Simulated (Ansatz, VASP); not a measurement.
Two plane-wave programs on BaNaF

INCAR

```
  ALGO = Normal
  EDIFF = 1E-6
  ENCUT = 520
  GGA = PE
  ISIF = 2
  ISMEAR = 0
  LASPH = True
  LCHARG = True
  LELF = True
  LREAL = False
  LVHAR = True
  LWAVE = False
  NBANDS = 19
  NELM = 100
  PREC = Accurate
  SIGMA = 0.1
```

File KPOINTS:

```
k-points
0
Gamma
  6 6 4
```

POSCAR

```
BaNaF
1.0
    3.9900049400      0.0000000000      0.0000000000
   -1.9950024700      3.4554456400      0.0000000000
    0.0000000000      0.0000000000      4.0618762500
Na Ba F
1 1 1
Direct
    0.0000000000      0.0000000000      0.0000000000
    0.6666666700      0.3333333300      0.5000000000
    0.3333333300      0.6666666700      0.0000000000
```

Input for Ansatz:

```yaml
crystal:
  lattice:
    - [3.99000494, 0.0, 0.0]
    - [-1.99500247, 3.45544564, 0.0]
    - [0.0, 0.0, 4.06187625]
  atoms:
    - { symbol: Na, position: [0.0, 0.0, 0.0] }
    - { symbol: Ba, position: [0.66666667, 0.33333333, 0.5] }
    - { symbol: F, position: [0.33333333, 0.66666667, 0.0] }
basis:
  ecutwfc: 420
kpoints:
  mp_grid: { grid: [6, 6, 4] }
hamiltonian:
  xc: pbe
scf:
  occupations: { method: gaussian, width: 0.1 }
  lower_state_search: "off"
output:
  forces: true
  stress: true
  eigenvalues: true
```

Change from the starting cell: species swapped into the TbHSe type (P-6m2, No. 187).

Alike in both runs: task single point; functional PBE; k mesh 6 × 6 × 4; occupations gaussian, width 0.1 eV; no spin polarisation.

|  | VASP | Ansatz |
| --- | --- | --- |
| version | VASP 6.6.1 | Ansatz 0.2.0 |
| potentials or method | VASP PAW PBE potentials, release 64 (Na_pv, Ba_sv, F), cutoff 520 eV | scalar-relativistic, plane waves, PAW |
| valence electrons in the cell | 24 | 26 |

|  | VASP | Ansatz | Ansatz less VASP |
| --- | --- | --- | --- |
| gap on the k mesh at the Fermi level (eV) | none | none | - |
| pressure (GPa) | 15.1 | 14.5 | -0.53 |
| traceless stress, the component that is largest in VASP (GPa) | 1.81 | 1.78 | -0.033 |

A gap of «none» marks a metal or a gap that the smearing closes. VASP's potentials hold 24 valence electrons a cell and Ansatz's 26, so a difference there can come from the potentials and not from the codes.

The k mesh is coarse, so the values compare programs but aren't converged. Neither program's run includes spin-orbit coupling.
